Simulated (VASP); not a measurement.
**HgTe: single point with PBE**

The system is HgTe.

```
CELL_PARAMETERS angstrom
0.00000 3.35980 3.35980
3.35980 0.00000 3.35980
3.35980 3.35980 0.00000
ATOMIC_POSITIONS crystal
Hg 0.00000 0.00000 0.00000
Te 0.25000 0.25000 0.25000
```

```json
{
 "Program": "VASP 6.6.1",
 "Task": "single point",
 "Functional": "PBE",
 "Potentials or basis": "VASP PAW PBE potentials, release 64 (Hg, Te)",
 "Cutoff": "500 eV",
 "k mesh": "6 × 6 × 6",
 "Occupations": "fermi-dirac, width 0.02 eV",
 "Spin": "no spin polarisation",
 "Dipole correction": "no",
 "Further INCAR settings": "ALGO = Normal; EDIFF = 1e-06; NBANDS = 16"
}
```

* Pressure: -0.9 GPa
* Band gap on the k mesh: zero (filled and empty bands touch)

Levels at points of the mesh, in eV from the Fermi level:
| k point | band 5 | band 6 | band 7 | band 8 | band 9 | band 10 | band 11 | band 12 | band 13 | band 14 |
| --- | --- | --- | --- | --- | --- | --- | --- | --- | --- | --- |
| (0.00, 0.00, 0.00) | -6.36 | -6.36 | -1.01 | -0.01 | -0.01 | -0.01 | 4.40 | 4.40 | 4.40 | 6.49 |
| (0.50, 0.00, 0.00) | -6.35 | -6.13 | -4.79 | -0.79 | -0.79 | 0.68 | 5.11 | 5.11 | 6.73 | 7.72 |
| (0.50, 0.50, 0.00) | -6.32 | -6.03 | -4.84 | -1.83 | -1.83 | 1.89 | 2.76 | 7.81 | 8.37 | 8.37 |

It took 12 s on 1 thread of AMD EPYC 9R45 96-Core Processor (Zen 5), with other jobs on the host, peak memory 0.18 GiB.

Caveat: semilocal functionals underestimate gaps, so a narrow gap can read as zero; spin-orbit coupling is left out, which moves the levels of the heavy elements.
